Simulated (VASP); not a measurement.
# Tl (Im-3m) in VASP: notebook

The runs below take Tl through single point, with PBE.

Everything below comes from runs of VASP 6.6.1. Logs are shortened: lines on timing, memory, paths and dates and some standing lists are left out, and cuts for length are marked.

## Step 1: The cell of the first run

It takes space group Im-3m (No. 229, cubic). The conventional cell has a = 3.978 Å, b = 3.978 Å, c = 3.978 Å, α = 90.00°, β = 90.00°, γ = 90.00°. Tl (site symmetry m-3m) has 14 Tl at 3.44 to 3.98 Å within 4.5 Å.

This isn't the form of Tl at room conditions, which is hcp.

## Step 2: Single point, PBE

INCAR reads:

```
PREC     = Accurate       # precision mode
ENCUT    = 520            # plane-wave cutoff, eV
EDIFF    = 1E-7           # SCF threshold, eV
ISMEAR   = -1             # smearing method
SIGMA    = 0.1            # smearing width, eV
LREAL    = F              # projectors in reciprocal space
LASPH    = T              # aspherical terms in the spheres
NELM     = 100            # most SCF steps
ALGO     = Normal         # electronic algorithm
ISIF     = 2              # what is computed and relaxed
LWAVE    = F              # write WAVECAR
LCHARG   = F              # write CHGCAR
GGA      = PE             # functional
NBANDS   = 12             # bands
```

KPOINTS reads:

```
Automatic mesh
0
Gamma
  18 18 18
```

POSCAR reads:

```
Tl
1.0
   -1.9888283440      1.9888283440      1.9888283440
    1.9888283440     -1.9888283440      1.9888283440
    1.9888283440      1.9888283440     -1.9888283440
Tl
1
Direct
    0.0000000000      0.0000000000      0.0000000000
```

Potentials or basis: VASP PAW PBE potentials, release 64 (Tl_d).

Run with:

```sh
cat potpaw_PBE.64/Tl_d/POTCAR > POTCAR
mpirun -np 1 vasp_std > vasp.out
```

OUTCAR:

```text
PREC = Accurate
   ENCUT = 520
   EDIFF = 1E-7
   ISMEAR = -1
   LREAL = F
   LASPH = T
   NELM = 100
   ISIF = 2
   GGA = PE

 ion  position               nearest neighbor table
   1  0.000  0.000  0.000-

  LATTYP: Found a body centered cubic cell.
 ALAT       =     3.9776566880

  Lattice vectors:

 A1 = (  -1.9888283440,   1.9888283440,   1.9888283440)
 A2 = (   1.9888283440,  -1.9888283440,   1.9888283440)
 A3 = (   1.9888283440,   1.9888283440,  -1.9888283440)

Analysis of symmetry for initial positions (statically):
=====================================================================
 Subroutine PRICEL returns:
 Original cell was already a primitive cell.

 Routine SETGRP: Setting up the symmetry group for a
 body centered cubic supercell.

 Subroutine GETGRP returns: Found 48 space group operations
 (whereof 48 operations were pure point group operations)
 out of a pool of 48 trial point group operations.

The static configuration has the point symmetry O_h .

Analysis of symmetry for dynamics (positions and initial velocities):
=====================================================================
 Subroutine PRICEL returns:
 Original cell was already a primitive cell.

 Routine SETGRP: Setting up the symmetry group for a
 body centered cubic supercell.

 Subroutine GETGRP returns: Found 48 space group operations
 (whereof 48 operations were pure point group operations)
 out of a pool of 48 trial point group operations.

The dynamic configuration has the point symmetry O_h .

 Subroutine INISYM returns: Found 48 space group operations
 (whereof 48 operations are pure point group operations),
 and found     1 'primitive' translations

----------------------------------------------------------------------------------------

                                     Primitive cell

  volume of cell :      31.4668

  direct lattice vectors                    reciprocal lattice vectors
    -1.988828344  1.988828344  1.988828344     0.000000000  0.251404301  0.251404301
     1.988828344 -1.988828344  1.988828344     0.251404301  0.000000000  0.251404301
     1.988828344  1.988828344 -1.988828344     0.251404301  0.251404301  0.000000000

  length of vectors
     3.444751739  3.444751739  3.444751739     0.355539372  0.355539372  0.355539372

  position of ions in fractional coordinates (direct lattice)
     0.000000000  0.000000000  0.000000000

  ion indices of the primitive-cell ions
   primitive index   ion index
                 1           1

----------------------------------------------------------------------------------------

 KPOINTS: Automatic mesh

Automatic generation of k-mesh.
 Grid dimensions read from file:
 generate k-points for:   18   18   18

 Generating k-lattice:

  Cartesian coordinates                     Fractional coordinates (reciprocal lattice)
     0.000000000  0.013966906  0.013966906     0.055555556  0.000000000  0.000000000
     0.013966906  0.000000000  0.013966906     0.000000000  0.055555556  0.000000000
     0.013966906  0.013966906  0.000000000     0.000000000  0.000000000  0.055555556

  Length of vectors
     0.019752187  0.019752187  0.019752187

  Shift w.r.t. Gamma in fractional coordinates (k-lattice)
     0.000000000  0.000000000  0.000000000

 Subroutine IBZKPT returns following result:
 ===========================================

 Found    195 irreducible k-points:

 Following reciprocal coordinates:
            Coordinates               Weight
  0.000000  0.000000  0.000000      1.000000
  0.055556  0.000000  0.000000     12.000000
  0.111111  0.000000  0.000000     12.000000
  0.166667  0.000000  0.000000     12.000000
  0.222222  0.000000  0.000000     12.000000
  0.277778  0.000000  0.000000     12.000000
[... 16 lines left out ...]
  0.333333  0.111111  0.000000     48.000000
  0.388889  0.111111  0.000000     48.000000
 [... further k-points ...]
   k-points           NKPTS =    195   k-points in BZ     NKDIM =    195   number of bands    NBANDS=     12
   number of dos      NEDOS =    301   number of ions     NIONS =      1
   total plane-waves  NPLWV =  21952
   dimension x,y,z NGX =    28 NGY =   28 NGZ =   28
   dimension x,y,z NGXF=    56 NGYF=   56 NGZF=   56
   ions per type =               1
   NGX,Y,Z   is equivalent  to a cutoff of  13.51, 13.51, 13.51 a.u.
   NGXF,Y,Z  is equivalent  to a cutoff of  27.03, 27.03, 27.03 a.u.
 SYSTEM =  unknown system
   PREC   = accura    normal or accurate (medium, high low for compatibility)
   ISTART =      0    job   : 0-new  1-cont  2-samecut
   ICHARG =      2    charge: 1-file 2-atom 10-const
   ISPIN  =      1    spin polarized calculation?
   LNONCOLLINEAR =      F non collinear calculations
   LSORBIT =      F    spin-orbit coupling
   LASPH  =      T    aspherical Exc in radial PAW
   ENCUT  =  520.0 eV  38.22 Ry    6.18 a.u.   6.40  6.40  6.40*2*pi/ulx,y,z
   NELM   =    100;   NELMIN=  2; NELMDL= -5     # of ELM steps
   EDIFF  = 0.1E-06   stopping-criterion for ELM
   LREAL  =      F    real-space projection
   EDIFFG = 0.1E-05   stopping-criterion for IOM
   NSW    =      0    number of steps for IOM
   IBRION =     -1    ionic relax: 0-MD 1-quasi-New 2-CG
   NFREE  =      0    steps in history (QN), initial steepest desc. (CG)
   ISIF   =      2    stress and relaxation
   ISYM   =      2    0-nonsym 1-usesym 2-fastsym
   POTIM  = 0.5000    time-step for ionic-motion
   TEBEG  =    0.0;   TEEND  =   0.0 temperature during run
   PSTRESS=    0.0 pullay stress
   NELECT =      13.0000    total number of electrons
   NUPDOWN=      -1.0000    fix difference up-down
   EMIN   =  10.00;   EMAX   =-10.00  energy-range for DOS
   EFERMI =   0.00;   METHOD = LEGACY
   ISMEAR =    -1;   SIGMA  =   0.10  broadening in eV -4-tet -1-fermi 0-gaus
   EFERMI_NEDOS =   21; number of points for ismear=-14 and -15
   IALGO  =     38    algorithm
   IMIX   =      4    mixing-type and parameters
     AMIX     =   0.40;   BMIX     =  1.00
     AMIX_MAG =   1.60;   BMIX_MAG =  1.00
  volume/ion in A,a.u.               =      31.47       212.35
  Fermi-wavevector in a.u.,A,eV,Ry     =   1.219285  2.304115 20.227190  1.486657
  Thomas-Fermi vector in A             =   2.354543
   LORBIT       =      0    0 simple, 1 ext, 2 COOP (PROOUT), +10 PAW based schemes
   GGA     = PE    functional components
   LHFCALC =     F    Hartree Fock is set to
   AEXX    =    0.0000 exact exchange contribution
   IVDW    =     0    specifies the selected vdW correction
   LEPSILON=     F    determine dielectric tensor
   LRPA    =     F    only Hartree local field effects (RPA)
 non-spin polarized calculation
  energy-cutoff  :      520.00
  volume of cell :       31.47
 maximum number of plane-waves:       887
 NGX is ok and might be reduce to    28
   NGX = 13   NGY = 13   NGZ = 13

 number of electron      12.9999997 magnetization

 Free energy of the ion-electron system (eV)
  ---------------------------------------------------
  ext. energy  EPLUGINS =         0.00000000
  ---------------------------------------------------
  free energy    TOTEN  =        -2.22968904 eV

  energy without entropy =       -2.21348984  energy(sigma->0) =       -2.22158944

 E-fermi :   5.6480     XC(G=0):  -9.7227

 val. band max:        5.6171082470   @ k =  -0.3889   0.4444   0.2222
 cond. band min:       5.6486754281   @ k =  -0.3889  -0.3889   0.1667
 fundamental gap:      0.0315671812
 Fermi energy:         5.6480387126

 k-point     1 :       0.0000    0.0000    0.0000
  band No.  band energies     occupation
      1      -5.9379      2.00000
      2      -5.9379      2.00000
      3      -5.9379      2.00000
      4      -5.5960      2.00000
      5      -5.5960      2.00000
      6      -3.8065      2.00000
      7      15.4706      0.00000
      8      15.4706      0.00000
      9      15.4706      0.00000
     10      17.7240      0.00000
     11      17.7240      0.00000
     12      17.7240      0.00000

 k-point     2 :       0.0556    0.0000    0.0000
  band No.  band energies     occupation
      1      -5.9422      2.00000
      2      -5.9341      2.00000
      3      -5.9220      2.00000
      4      -5.6007      2.00000
      5      -5.5960      2.00000
      6      -3.7427      2.00000
      7      14.7361      0.00000
      8      15.2320      0.00000
      9      15.3520      0.00000
     10      17.3644      0.00000
     11      17.6338      0.00000
     12      17.6709      0.00000

 k-point     3 :       0.1111    0.0000    0.0000
  band No.  band energies     occupation
      1      -5.9546      2.00000
      2      -5.9258      2.00000
      3      -5.8759      2.00000
      4      -5.6135      2.00000
      5      -5.5963      2.00000
      6      -3.5493      2.00000
      7      13.1719      0.00000
      8      14.6391      0.00000
      9      15.0026      0.00000
     10      16.8033      0.00000
     11      17.4140      0.00000
     12      17.6778      0.00000

 k-point     4 :       0.1667    0.0000    0.0000
  band No.  band energies     occupation
      1      -5.9735      2.00000
      2      -5.9199      2.00000
      3      -5.8042      2.00000
      4      -5.6298      2.00000
      5      -5.5967      2.00000
      6      -3.2229      2.00000
      7      11.4081      0.00000
      8      13.8951      0.00000
      9      14.4975      0.00000
     10      16.2938      0.00000
     11      17.1503      0.00000
     12      17.8941      0.00000

 k-point     5 :       0.2222    0.0000    0.0000
  band No.  band energies     occupation
      1      -5.9966      2.00000
      2      -5.9251      2.00000
      3      -5.7144      2.00000
      4      -5.6419      2.00000
      5      -5.5969      2.00000
      6      -2.7621      2.00000
      7       9.6476      0.00000
      8      13.1364      0.00000
      9      13.9523      0.00000
     10      15.8716      0.00000
     11      16.8968      0.00000
     12      18.3090      0.00000
[... 228 lines left out ...]
      1      -6.0068      2.00000
      2      -5.9282      2.00000
      3      -5.6550      2.00000
      4      -5.6308      2.00000
      5      -5.5899      2.00000
      6      -1.9761      2.00000
      7       7.9503      0.00000
      8      11.0374      0.00000
      9      12.9308      0.00000
     10      16.4459      0.00000
     11      17.9370      0.00000
     12      18.3638      0.00000

 k-point    22 :       0.2778    0.1111   -0.0000
  band No.  band energies     occupation
      1      -6.0275      2.00000
      2      -5.9463      2.00000
      3      -5.6478      2.00000
      4      -5.6097      2.00000
      5      -5.5341      2.00000
      6      -1.2746      2.00000
      7       6.4710      0.00053
      8      10.4549      0.00000
      9      12.5142      0.00000
     10      16.1983      0.00000
     11      18.0921      0.00000
     12      18.6244      0.00000

 k-point    23 :       0.3333    0.1111    0.0000
  band No.  band energies     occupation
      1      -6.0445      2.00000
      2      -5.9682      2.00000
      3      -5.6366      2.00000
      4      -5.6089      2.00000
      5      -5.4691      2.00000
      6      -0.4933      2.00000
      7       5.1153      1.99033
      8      10.0340      0.00000
      9      12.2048      0.00000
     10      16.0223      0.00000
     11      17.9565      0.00000
     12      19.2745      0.00000

 k-point    24 :       0.3889    0.1111    0.0000
  band No.  band energies     occupation
      1      -6.0556      2.00000
      2      -5.9850      2.00000
      3      -5.6260      2.00000
      4      -5.6111      2.00000
      5      -5.4241      2.00000
      6       0.2654      2.00000
      7       4.0063      2.00000
      8       9.7776      0.00000
      9      12.0150      0.00000
     10      15.9180      0.00000
     11      17.8599      0.00000
     12      19.9847      0.00000

 [... further k-points ...]

------------------------ aborting loop because EDIFF is reached ----------------------------------------

  FORCE on cell =-STRESS in cart. coord.  units (eV):
  Direction    XX          YY          ZZ          XY          YZ          ZX
  --------------------------------------------------------------------------------------
  -------------------------------------------------------------------------------------
  Total       -0.0214147     -0.0214147     -0.0214147      0.0000000      0.0000000     -0.0000000
  in kB       -1.0903601     -1.0903601     -1.0903601      0.0000000      0.0000000     -0.0000000
  external PRESSURE =      -1.0903601 kB  Pullay stress =       0.0000000 kB

 VOLUME and BASIS-vectors are now :
 -----------------------------------------------------------------------------
  energy-cutoff  :      520.00
  volume of cell :       31.47
      direct lattice vectors                 reciprocal lattice vectors
    -1.988828344  1.988828344  1.988828344     0.000000000  0.251404301  0.251404301
     1.988828344 -1.988828344  1.988828344     0.251404301  0.000000000  0.251404301
     1.988828344  1.988828344 -1.988828344     0.251404301  0.251404301  0.000000000

 POSITION                                       TOTAL-FORCE (eV/Angst)
 -----------------------------------------------------------------------------------
      0.00000      0.00000      0.00000         0.000000      0.000000      0.000000
 -----------------------------------------------------------------------------------
    total drift:                               -0.000000     -0.000000     -0.000000

  FREE ENERGIE OF THE ION-ELECTRON SYSTEM (eV)
  ---------------------------------------------------
  free  energy   TOTEN  =        -2.2296890434 eV

  energy  without entropy=       -2.2134898398  energy(sigma->0) =       -2.22158944
```

It took 28 s on 1 thread of Intel Xeon 6975P-C (Granite Rapids), shared host; peak memory 0.2 GiB.

Results:

```yaml
Free_energy: -2.2297 eV
Pressure: -0.1 GPa
Band_gap_on_the_k_mesh: zero (an odd number of electrons rules out a gap without spin polarisation)
```

Caveat: spin-orbit coupling is left out, which moves the levels of the heavy elements.

## Step 3: Single point, PBE (32.73 Å³/atom)

This run uses another cell than the first one, of 32.73 Å³/atom.

INCAR reads:

```
SYSTEM = Tl
ALGO = Normal ; EDIFF = 1E-7
ENCUT = 520 ; GGA = PE
ISIF = 2 ; ISMEAR = -1
LASPH = .True. ; LCHARG = .False.
LREAL = .False. ; LWAVE = .False.
NBANDS = 12 ; NELM = 80
PREC = Accurate ; SIGMA = 0.1
```

KPOINTS reads:

```
k-points
0
Gamma
  18 18 18
  0 0 0
```

POSCAR reads:

```
Tl
1.0
   -2.0150001393      2.0150001393      2.0150001393
    2.0150001393     -2.0150001393      2.0150001393
    2.0150001393      2.0150001393     -2.0150001393
Tl
1
Direct
    0.0000000000      0.0000000000      0.0000000000
```

Potentials or basis: VASP PAW PBE potentials, release 64 (Tl_d).

Run with:

```sh
cat potpaw_PBE.64/Tl_d/POTCAR > POTCAR
mpirun -np 1 vasp_std > vasp.out
```

Run time: 28 s. Hardware: 1 thread of Intel Xeon 6975P-C (Granite Rapids), shared host; peak memory 0.2 GiB.

Results (log left out):

```yaml
Free_energy: -2.2257 eV
Pressure: -1.0 GPa
Band_gap_on_the_k_mesh: zero (an odd number of electrons rules out a gap without spin polarisation)
```

Levels at points of the mesh, in eV from the Fermi level:
| k point | band 2 | band 3 | band 4 | band 5 | band 6 | band 7 | band 8 | band 9 | band 10 | band 11 |
| --- | --- | --- | --- | --- | --- | --- | --- | --- | --- | --- |
| (0.00, 0.00, 0.00) | -11.55 | -11.55 | -11.24 | -11.24 | -9.23 | 9.44 | 9.44 | 9.44 | 11.96 | 11.96 |
| (0.50, 0.00, 0.00) | -11.63 | -11.26 | -11.24 | -11.04 | -5.13 | -2.26 | 5.24 | 6.66 | 9.06 | 10.38 |
| (0.50, 0.50, 0.50) | -11.68 | -11.09 | -11.09 | -11.09 | -2.34 | 1.41 | 1.41 | 1.41 | 6.06 | 6.06 |

Caveat: spin-orbit coupling is left out, which moves the levels of the heavy elements.

## Step 4: Single point, PBE (33.98 Å³/atom)

This run uses another cell than the first one, of 33.98 Å³/atom.

INCAR reads:

```
PREC = Accurate ; ENCUT = 520
EDIFF = 1E-6 ; ISMEAR = -1
SIGMA = 0.1 ; LREAL = F
LASPH = T ; NELM = 80
ALGO = Normal ; ISIF = 2
LWAVE = F ; LCHARG = F
GGA = PE ; NBANDS = 12
```

KPOINTS reads:

```
regular mesh
0
Gamma
  18 18 18
```

POSCAR reads:

```
Tl
1.0
   -2.0405091782      2.0405091782      2.0405091782
    2.0405091782     -2.0405091782      2.0405091782
    2.0405091782      2.0405091782     -2.0405091782
Tl
1
Direct
    0.0000000000      0.0000000000      0.0000000000
```

Run with:

```sh
cat potpaw_PBE.64/Tl_d/POTCAR > POTCAR
mpirun -np 1 vasp_std > vasp.out
```

It took 28 s on 1 thread of Intel Xeon 6975P-C (Granite Rapids), shared host; peak memory 0.2 GiB.

It converged, with:

| Quantity | Value |
| --- | --- |
| Free energy | -2.2154 eV |
| Pressure | -1.7 GPa |
| Band gap on the k mesh | zero (an odd number of electrons rules out a gap without spin polarisation) |

Levels at points of the mesh, in eV from the Fermi level:
```csv
k point,band 3,band 4,band 5,band 6,band 7,band 8,band 9,band 10
"(0.00, 0.00, 0.00)",-11.53,-11.24,-11.24,-9.02,9.07,9.07,9.07,11.85
"(0.50, 0.00, 0.00)",-11.26,-11.25,-11.06,-5.16,-2.14,5.08,6.51,8.79
"(0.50, 0.50, 0.50)",-11.11,-11.11,-11.11,-2.54,1.40,1.40,1.40,5.95
```

Caveat: spin-orbit coupling is left out, which moves the levels of the heavy elements.

## Step 5: Single point, PBE (35.24 Å³/atom)

This run uses another cell than the first one, of 35.24 Å³/atom.

INCAR reads:

```
PREC = Accurate
ENCUT = 520
EDIFF = 1E-7
ISMEAR = -1
SIGMA = 0.1
LREAL = F
LASPH = T
NELM = 60
ALGO = Normal
ISIF = 2
LWAVE = F
LCHARG = F
GGA = PE
NBANDS = 12
```

KPOINTS is that of step 4.

POSCAR reads:

```
Tl
1.0
   -2.0653958891      2.0653958891      2.0653958891
    2.0653958891     -2.0653958891      2.0653958891
    2.0653958891      2.0653958891     -2.0653958891
Tl
1
Direct
    0.0000000000      0.0000000000      0.0000000000
```

Run with:

```sh
cat potpaw_PBE.64/Tl_d/POTCAR > POTCAR
mpirun -np 1 vasp_std > vasp.out
```

It took 29 s on 1 thread of Intel Xeon 6975P-C (Granite Rapids), shared host; peak memory 0.2 GiB.

Results (log left out):

```
Free energy            : -2.2003 eV
Pressure               : -2.3 GPa
Band gap on the k mesh : zero (an odd number of electrons rules out a gap without spin polarisation)
```

Levels at points of the mesh, in eV from the Fermi level:
| k point | band 2 | band 3 | band 4 | band 5 | band 6 | band 7 | band 8 | band 9 | band 10 | band 11 |
| --- | --- | --- | --- | --- | --- | --- | --- | --- | --- | --- |
| (0.00, 0.00, 0.00) | -11.51 | -11.51 | -11.25 | -11.25 | -8.83 | 8.74 | 8.74 | 8.74 | 11.74 | 11.74 |
| (0.50, 0.00, 0.00) | -11.56 | -11.27 | -11.25 | -11.08 | -5.18 | -2.03 | 4.93 | 6.36 | 8.54 | 9.93 |
| (0.50, 0.50, 0.50) | -11.60 | -11.13 | -11.13 | -11.13 | -2.72 | 1.39 | 1.39 | 1.39 | 5.84 | 5.84 |

Caveat: spin-orbit coupling is left out, which moves the levels of the heavy elements.

## Step 6: Overview

| cell | gap on the mesh (eV) | pressure (GPa) |
| --- | --- | --- |
| a = 3.445 Å, angles 109.5°, 1 atom | none | -0.1 |
| a = 3.490 Å, angles 109.5°, 1 atom | none | -1.0 |
| a = 3.534 Å, angles 109.5°, 1 atom | none | -1.7 |
| a = 3.577 Å, angles 109.5°, 1 atom | none | -2.3 |

Alike in all rows: task single point; level PBE; potentials or basis VASP PAW PBE potentials, release 64 (Tl_d); no spin polarisation; k mesh 18 × 18 × 18; cutoff (eV) 520; smearing fermi-dirac 0.1 eV.

Caveats: spin-orbit coupling is left out, which moves the levels of the heavy elements.

Absolute energies hang on the potentials; compare differences alone.

The gap in the log of VASP goes by the Fermi energy; the results here count the filled bands.